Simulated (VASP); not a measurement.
Runs of VASP 6.6.1 on Sr. The structure is that of space group Im-3m (No. 229), or close to it. The cells are those of the table. 

```csv
cell,gap on the mesh (eV),pressure (GPa)
"a = 2.986 Å, angles 109.5°, 1 atom",none,44.2
"a = 3.984 Å, angles 109.5°, 1 atom",none,0.7
"a = 3.682 Å, angles 109.5°, 1 atom",none,(b)
"a = 3.105 Å, angles 109.5°, 1 atom",none,(a)
"a = 3.510 Å, angles 109.5°, 1 atom",none,10.6
"a = 3.320 Å, angles 109.5°, 1 atom",none,18.7
"a = 3.839 Å, angles 109.5°, 1 atom",none,2.6
```

Alike in all rows: task single point; level PBEsol; potentials or basis VASP PAW PBE potentials, release 64 (Sr_sv); no spin polarisation; k mesh 11 × 11 × 11; cutoff (eV) 520; smearing fermi-dirac 0.08 eV.

**Question.** Fill in the values left out.

**Answer.** (a) 33.0; (b) 5.6.

Caveats: the PAW data sets were made with another functional, which shifts forces and pressure a little.

A k mesh can miss the band edges, and the runs leave out spin-orbit coupling on Sr.

A gap of «none» marks levels without a gap at the run's occupations.
